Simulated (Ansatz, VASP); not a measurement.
# One calculation of Ge, two programs

```
Ge
1.0
     2.73435    0.00000    0.00000
     0.00000    4.12147    0.00000
     0.00000    0.00000    5.91941
Ge
3
Direct
  0.50000 0.50000 0.78056
  0.50000 0.50000 0.21944
  0.50000 0.00000 0.50000
```

Alike in both runs: functional PBE; k mesh 18 × 12 × 8; occupations gaussian, width 0.1 eV; no spin polarisation.

Ansatz relaxed the structure, and its values are those at the end. VASP's run is a single point on that final structure, the one shown.

|  | VASP | Ansatz |
| --- | --- | --- |
| version | VASP 6.6.1 | Ansatz 0.2.0 |
| potentials or method | VASP PAW PBE potentials, release 64 (Ge_d), cutoff 520 eV | scalar-relativistic, plane waves, PAW |
| valence electrons in the cell | 42 | 42 |

|  | VASP | Ansatz | Ansatz less VASP |
| --- | --- | --- | --- |
| gap on the k mesh at the Fermi level (eV) | none | none | - |
| pressure (GPa) | 0.0 | 0.0 | -0.03 |

A gap of «none» marks a metal or a gap that the smearing closes.
